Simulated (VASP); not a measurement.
# NaI (Fm-3m) in VASP: relaxation of cell and atoms with revPBE

Aim: the relaxation of cell and atoms of NaI with revPBE.

Program: VASP 6.6.1. These are calculated values, not measurements. Logs are shortened: lines on timing, memory, paths and dates and some standing lists are left out, and cuts for length are marked.

## (1) The cell of the first run

It takes space group Fm-3m (No. 225, cubic). The conventional cell has a = 6.262 Å, b = 6.262 Å, c = 6.262 Å, α = 90.00°, β = 90.00°, γ = 90.00°. Na (site symmetry m-3m) has 6 I at 3.13 Å within 4.1 Å. Within 4.1 Å of I (site symmetry m-3m) lie 6 Na at 3.13 Å.

## (2) Relaxation of cell and atoms, revPBE, target pressure 5 GPa, at which the enthalpy is minimised

The input, INCAR:

```
SYSTEM = NaI
  PREC = Accurate
  ENCUT = 600
  EDIFF = 1E-7
  ISMEAR = 0
  SIGMA = 0.01
  LREAL = .False.
  LASPH = .True.
  NELM = 80
  ALGO = Normal
  ISIF = 3
  LWAVE = .False.
  LCHARG = .False.
  GGA = RE
  IBRION = 2
  NSW = 100
  EDIFFG = -0.002
  ISYM = 0
  PSTRESS = 50.0
```

The input, KPOINTS:

```
Automatic mesh
0
Gamma
  6 6 6
  0.5 0.5 0.5
```

The input, POSCAR:

```
NaI
1.0
    0.0000000000      3.1310897312      3.1310897312
    3.1310897312      0.0000000000      3.1310897312
    3.1310897312      3.1310897312      0.0000000000
Na I
1 1
Direct
    0.0000000000      0.0000000000      0.0000000000
    0.5000000000      0.5000000000      0.5000000000
```

Potentials or basis: VASP PAW PBE potentials, release 64 (Na_pv, I).

Run with:

```console
> cat potpaw_PBE.64/Na_pv/POTCAR potpaw_PBE.64/I/POTCAR > POTCAR
> mpirun -np 1 vasp_std > vasp.out
```

OUTCAR:

```text
SYSTEM = NaI
   PREC = Accurate
   ENCUT = 600
   EDIFF = 1E-7
   ISMEAR = 0
   LREAL = .False.
   LASPH = .True.
   NELM = 80
   ISIF = 3
   GGA = RE
   IBRION = 2
   NSW = 100
   EDIFFG = -0.002
   ISYM = 0
   PSTRESS = 50.0

 ion  position               nearest neighbor table
   1  0.000  0.000  0.000-   2 3.13   2 3.13   2 3.13   2 3.13   2 3.13   2 3.13
   2  0.500  0.500  0.500-   1 3.13   1 3.13   1 3.13   1 3.13   1 3.13   1 3.13

IMPORTANT INFORMATION: All symmetrisations will be switched off!
NOSYMM: (Re-)initialisation of all symmetry stuff for point group C_1.

----------------------------------------------------------------------------------------

                                     Primitive cell

  volume of cell :      61.3927

  direct lattice vectors                    reciprocal lattice vectors
     0.000000000  3.131089731  3.131089731    -0.159688812  0.159688812  0.159688812
     3.131089731  0.000000000  3.131089731     0.159688812 -0.159688812  0.159688812
     3.131089731  3.131089731  0.000000000     0.159688812  0.159688812 -0.159688812

  length of vectors
     4.428029563  4.428029563  4.428029563     0.276589136  0.276589136  0.276589136

  position of ions in fractional coordinates (direct lattice)
     0.000000000  0.000000000  0.000000000
     0.500000000  0.500000000  0.500000000

  ion indices of the primitive-cell ions
   primitive index   ion index
                 1           1
                 2           2

----------------------------------------------------------------------------------------

 KPOINTS: Automatic mesh

Automatic generation of k-mesh.
 Grid dimensions read from file:
 generate k-points for:    6    6    6

 Generating k-lattice:

  Cartesian coordinates                     Fractional coordinates (reciprocal lattice)
    -0.026614802  0.026614802  0.026614802     0.166666667  0.000000000  0.000000000
     0.026614802 -0.026614802  0.026614802     0.000000000  0.166666667  0.000000000
     0.026614802  0.026614802 -0.026614802     0.000000000  0.000000000  0.166666667

  Length of vectors
     0.046098189  0.046098189  0.046098189

  Shift w.r.t. Gamma in fractional coordinates (k-lattice)
     0.500000000  0.500000000  0.500000000

 Subroutine IBZKPT returns following result:
 ===========================================

 Found    432 irreducible k-points:

 Following reciprocal coordinates:
            Coordinates               Weight
  0.083333  0.083333  0.083333      2.000000
  0.083333  0.000000  0.000000      2.000000
  0.000000  0.000000 -0.083333      2.000000
  0.000000  0.083333  0.000000      2.000000
  0.250000  0.083333  0.083333      2.000000
  0.083333  0.250000  0.083333      2.000000
[... 16 lines left out ...]
  0.000000  0.333333 -0.083333      2.000000
  0.333333  0.000000 -0.083333      2.000000
 [... further k-points ...]
   k-points           NKPTS =    432   k-points in BZ     NKDIM =    432   number of bands    NBANDS=     11
   number of dos      NEDOS =    301   number of ions     NIONS =      2
   total plane-waves  NPLWV =  46656
   dimension x,y,z NGX =    36 NGY =   36 NGZ =   36
   dimension x,y,z NGXF=    72 NGYF=   72 NGZF=   72
   ions per type =               1   1
   NGX,Y,Z   is equivalent  to a cutoff of  13.52, 13.52, 13.52 a.u.
   NGXF,Y,Z  is equivalent  to a cutoff of  27.03, 27.03, 27.03 a.u.
 SYSTEM =  NaI
   PREC   = accura    normal or accurate (medium, high low for compatibility)
   ISTART =      0    job   : 0-new  1-cont  2-samecut
   ICHARG =      2    charge: 1-file 2-atom 10-const
   ISPIN  =      1    spin polarized calculation?
   LNONCOLLINEAR =      F non collinear calculations
   LSORBIT =      F    spin-orbit coupling
   LASPH  =      T    aspherical Exc in radial PAW
   ENCUT  =  600.0 eV  44.10 Ry    6.64 a.u.   8.84  8.84  8.84*2*pi/ulx,y,z
   NELM   =     80;   NELMIN=  2; NELMDL= -5     # of ELM steps
   EDIFF  = 0.1E-06   stopping-criterion for ELM
   LREAL  =      F    real-space projection
   EDIFFG = -.2E-02   stopping-criterion for IOM
   NSW    =    100    number of steps for IOM
   IBRION =      2    ionic relax: 0-MD 1-quasi-New 2-CG
   NFREE  =      1    steps in history (QN), initial steepest desc. (CG)
   ISIF   =      3    stress and relaxation
   ISYM   =      0    0-nonsym 1-usesym 2-fastsym
   POTIM  = 0.5000    time-step for ionic-motion
   TEBEG  =    0.0;   TEEND  =   0.0 temperature during run
   PSTRESS=   50.0 pullay stress
   NELECT =      14.0000    total number of electrons
   NUPDOWN=      -1.0000    fix difference up-down
   EMIN   =  10.00;   EMAX   =-10.00  energy-range for DOS
   EFERMI =   0.00;   METHOD = LEGACY
   ISMEAR =     0;   SIGMA  =   0.01  broadening in eV -4-tet -1-fermi 0-gaus
   EFERMI_NEDOS =   21; number of points for ismear=-14 and -15
   IALGO  =     38    algorithm
   IMIX   =      4    mixing-type and parameters
     AMIX     =   0.40;   BMIX     =  1.00
     AMIX_MAG =   1.60;   BMIX_MAG =  1.00
  volume/ion in A,a.u.               =      30.70       207.15
  Fermi-wavevector in a.u.,A,eV,Ry     =   1.000181  1.890068 13.610756  1.000362
  Thomas-Fermi vector in A             =   2.132521
   LORBIT       =      0    0 simple, 1 ext, 2 COOP (PROOUT), +10 PAW based schemes
   GGA     = RE    functional components
   LHFCALC =     F    Hartree Fock is set to
   AEXX    =    0.0000 exact exchange contribution
   IVDW    =     0    specifies the selected vdW correction
   LEPSILON=     F    determine dielectric tensor
   LRPA    =     F    only Hartree local field effects (RPA)
 conjugate gradient relaxation of ions
 non-spin polarized calculation
 Gauss-broadening in eV      SIGMA  =   0.01
  energy-cutoff  :      600.00
  volume of cell :       61.39
 maximum number of plane-waves:      2060
   NGX = 17   NGY = 17   NGZ = 17

--------------------------------------- Ionic step        1  -------------------------------------------

 number of electron      14.0000007 magnetization

 Free energy of the ion-electron system (eV)
  ---------------------------------------------------
  ext. energy  EPLUGINS =         0.00000000
  ---------------------------------------------------
  free energy    TOTEN  =        -4.93503635 eV

  energy without entropy =       -4.93503635  energy(sigma->0) =       -4.93503635

------------------------ aborting loop because EDIFF is reached ----------------------------------------

  FORCE on cell =-STRESS in cart. coord.  units (eV):
  Direction    XX          YY          ZZ          XY          YZ          ZX
  --------------------------------------------------------------------------------------
  -------------------------------------------------------------------------------------
  Total        1.4548635      1.4548635      1.4548635      0.0000455      0.0000454      0.0000455
  in kB       37.9678765     37.9678740     37.9678756      0.0011884      0.0011850      0.0011871
  external PRESSURE =     -12.0321246 kB  Pullay stress =      50.0000000 kB

 VOLUME and BASIS-vectors are now :
 -----------------------------------------------------------------------------
  energy-cutoff  :      600.00
  volume of cell :       61.39
      direct lattice vectors                 reciprocal lattice vectors
     0.000000000  3.131089731  3.131089731    -0.159688812  0.159688812  0.159688812
     3.131089731  0.000000000  3.131089731     0.159688812 -0.159688812  0.159688812
     3.131089731  3.131089731  0.000000000     0.159688812  0.159688812 -0.159688812

 POSITION                                       TOTAL-FORCE (eV/Angst)
 -----------------------------------------------------------------------------------
      0.00000      0.00000      0.00000         0.000000      0.000000     -0.000000
      3.13109      3.13109      3.13109        -0.000000     -0.000000      0.000000
 -----------------------------------------------------------------------------------
    total drift:                                0.000000      0.000000     -0.000000

  FREE ENERGIE OF THE ION-ELECTRON SYSTEM (eV)
  ---------------------------------------------------
  free  energy   TOTEN  =        -4.9350363499 eV

  energy  without entropy=       -4.9350363499  energy(sigma->0) =       -4.93503635

  enthalpy is  TOTEN    =        -3.0191225780 eV   P V=        1.9159137718

--------------------------------------- Ionic step        2  -------------------------------------------

 number of electron      13.9999995 magnetization

------------------------ aborting loop because EDIFF is reached ----------------------------------------

  FORCE on cell =-STRESS in cart. coord.  units (eV):
  Direction    XX          YY          ZZ          XY          YZ          ZX
  --------------------------------------------------------------------------------------
  -------------------------------------------------------------------------------------
  Total        1.7836785      1.7836785      1.7836785      0.0000298      0.0000298      0.0000298
  in kB       48.1372572     48.1372582     48.1372574      0.0008034      0.0008041      0.0008041
  external PRESSURE =      -1.8627424 kB  Pullay stress =      50.0000000 kB

 VOLUME and BASIS-vectors are now :
 -----------------------------------------------------------------------------
  energy-cutoff  :      600.00
  volume of cell :       59.37
      direct lattice vectors                 reciprocal lattice vectors
     0.000006873  3.096271856  3.096271862    -0.161485065  0.161484708  0.161484707
     3.096271868  0.000006868  3.096271867     0.161484707 -0.161485065  0.161484707
     3.096271873  3.096271866  0.000006866     0.161484707  0.161484707 -0.161485065

 POSITION                                       TOTAL-FORCE (eV/Angst)
 -----------------------------------------------------------------------------------
      3.09628      3.09628      6.19254        -0.000000     -0.000000      0.000000
      3.09628      3.09628      3.09628         0.000000      0.000000     -0.000000
 -----------------------------------------------------------------------------------
    total drift:                               -0.000000      0.000000     -0.000000

  FREE ENERGIE OF THE ION-ELECTRON SYSTEM (eV)
  ---------------------------------------------------
  free  energy   TOTEN  =        -4.8807846027 eV

  energy  without entropy=       -4.8807846027  energy(sigma->0) =       -4.88078460

  enthalpy is  TOTEN    =        -3.0280840467 eV   P V=        1.8527005561

--------------------------------------- Ionic step        3  -------------------------------------------

 number of electron      13.9999994 magnetization

 Free energy of the ion-electron system (eV)
  ---------------------------------------------------
  ext. energy  EPLUGINS =         0.00000000
  ---------------------------------------------------
  free energy    TOTEN  =        -4.87065724 eV

  energy without entropy =       -4.87065724  energy(sigma->0) =       -4.87065724

 E-fermi :   2.0193     XC(G=0):  -8.0840

 val. band max:        1.9150373410   @ k =   0.0833   0.0833   0.0833
 cond. band min:       6.4862473930   @ k =   0.0833   0.0000   0.0000
 fundamental gap:      4.5712100519
 Fermi energy:         2.0193087518

 k-point     1 :       0.0833    0.0833    0.0833
  band No.  band energies     occupation
      1     -20.3869      2.00000
      2     -20.3862      2.00000
      3     -20.3862      2.00000
      4      -9.4218      2.00000
      5       1.6715      2.00000
      6       1.9150      2.00000
      7       1.9150      2.00000
      8       6.4862      0.00000
      9       9.7280      0.00000
     10      10.0215      0.00000
     11      10.0215      0.00000
[... 309 lines left out ...]
 k-point    24 :       0.3333    0.0000   -0.0833
  band No.  band energies     occupation
      1     -20.3947      2.00000
      2     -20.3872      2.00000
      3     -20.3865      2.00000
      4      -9.0596      2.00000
      5      -0.3285      2.00000
      6       1.4244      2.00000
      7       1.6454      2.00000
      8       7.5403      0.00000
      9       9.5803      0.00000
     10       9.8457      0.00000
     11      10.8502      0.00000

 [... further k-points ...]
[... 5 lines left out ...]
  --------------------------------------------------------------------------------------
  -------------------------------------------------------------------------------------
  Total        1.8405917      1.8405918      1.8405918      0.0000261      0.0000261      0.0000261
  in kB       49.9516707     49.9516720     49.9516710      0.0007071      0.0007073      0.0007074
  external PRESSURE =      -0.0483288 kB  Pullay stress =      50.0000000 kB

 VOLUME and BASIS-vectors are now :
 -----------------------------------------------------------------------------
  energy-cutoff  :      600.00
  volume of cell :       59.04
      direct lattice vectors                 reciprocal lattice vectors
     0.000008011  3.090508247  3.090508254    -0.161786315  0.161785897  0.161785896
     3.090508260  0.000008005  3.090508259     0.161785896 -0.161786315  0.161785896
     3.090508267  3.090508258  0.000008002     0.161785896  0.161785896 -0.161786315

 POSITION                                       TOTAL-FORCE (eV/Angst)
 -----------------------------------------------------------------------------------
      3.09052      3.09052      6.18102        -0.000000     -0.000000      0.000000
      3.09051      3.09051      3.09051         0.000000      0.000000     -0.000000
 -----------------------------------------------------------------------------------
    total drift:                               -0.000000      0.000000     -0.000000

  FREE ENERGIE OF THE ION-ELECTRON SYSTEM (eV)
  ---------------------------------------------------
  free  energy   TOTEN  =        -4.8706572416 eV

  energy  without entropy=       -4.8706572416  energy(sigma->0) =       -4.87065724

  enthalpy is  TOTEN    =        -3.0282846889 eV   P V=        1.8423725527

 reached required accuracy - stopping structural energy minimisation
```

Wall time 6 min (1 thread of Intel Xeon 6975P-C (Granite Rapids), shared host); peak memory 0.51 GiB.

What came out:

| Quantity | Value |
| --- | --- |
| Free energy | -4.8707 eV |
| Relaxed volume | 29.52 Å³/atom |
| Relaxed cell | a = 4.371 Å, b = 4.371 Å, c = 4.371 Å, α = 60.00°, β = 60.00°, γ = 60.00° |
| Space group after relaxing (to 0.1 Å) | Fm-3m (No. 225) |
| Energy change on relaxing (the run minimises the enthalpy) | +32.2 meV/atom |
| Ionic steps | 3 |
| Pressure after relaxing | 5.0 GPa |
| Band gap on the k mesh | 4.57 eV |

Step by step:
| step | energy change (eV) | largest force (eV/Å) | pressure (GPa) | volume (Å³) |
| --- | --- | --- | --- | --- |
| 1 | 0.0000 | 0.0000 | 3.80 | 61.39 |
| 2 | 0.0543 | 0.0000 | 4.81 | 59.37 |
| 3 | 0.0644 | 0.0000 | 5.00 | 59.04 |

Final structure:
```yaml
crystal:
  lattice:
    - [0.00001, 3.09051, 3.09051]
    - [3.09051, 0.00001, 3.09051]
    - [3.09051, 3.09051, 0.00001]
  atoms:
    - { symbol: Na, position: [0.00000, 0.00000, 0.00000] }
    - { symbol: I, position: [0.50000, 0.50000, 0.50000] }
```

Caveat: the cell is relaxed towards a set pressure, so the run minimises the enthalpy, not the energy; the PAW data sets were made with another functional, which shifts forces and pressure a little; spin-orbit coupling is left out, which moves the levels of the heavy elements; a shifted mesh leaves out Γ, where band edges can lie.
